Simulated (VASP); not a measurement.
A run of VASP 6.6.1 is set up as follows.

The input INCAR:

```
SYSTEM = PtSe2
PREC     = Accurate       ! precision mode
ENCUT    = 400            ! plane-wave cutoff, eV
EDIFF    = 1E-6           ! SCF threshold, eV
ISMEAR   = 0              ! smearing method
SIGMA    = 0.05           ! smearing width, eV
LREAL    = .False.        ! projectors in reciprocal space
LASPH    = .True.         ! aspherical terms in the spheres
NELM     = 120            ! most SCF steps
ALGO     = Normal         ! electronic algorithm
ISIF     = 2              ! what is computed and relaxed
LWAVE    = .False.        ! write WAVECAR
LCHARG   = .False.        ! write CHGCAR
LDIPOL   = .True.       
IDIPOL   = 3            
DIPOL    = 0.5 0.5 0.500
GGA      = PE             ! functional
IVDW     = 12             ! dispersion correction
NBANDS   = 18             ! bands
GGA_COMPAT= .False.      
NELMDL   = -8
```

File KPOINTS:

```
regular mesh
0
Gamma
  12 12 1
  0 0 0
```

The input POSCAR:

```
PtSe2
1.0
    3.7240006000      0.0000000000      0.0000000000
   -1.8620003000      3.2250791300      0.0000000000
    0.0000000000      0.0000000000     20.5310000870
Se Pt
2 1
Direct
    0.6666666700      0.3333333300      0.4383615003
    0.3333333300      0.6666666700      0.5616384997
    0.0000000000      0.0000000000      0.5000000000
```

Potentials or basis: VASP PAW PBE potentials, release 64 (Se, Pt).

Run with:

```console
$ cat potpaw_PBE.64/Se/POTCAR potpaw_PBE.64/Pt/POTCAR > POTCAR
$ mpirun -np 1 vasp_std > vasp.out
```

Q: Predict the band gap on the k mesh.

A: 1.41 eV, indirect (least direct gap 1.56 eV).

Q: What does it give for the largest force?

A: 0.599 eV/Å.

Q: What does it give for the dispersion energy per atom?

A: -0.299 eV.

Forces in eV/Å, atoms in the order of the input:
```
Se   0.000  0.000 -0.599
Se   0.000  0.000  0.599
Pt   0.000  0.000  0.000
```

Caveat: spin-orbit coupling is left out, which moves the levels of the heavy elements.
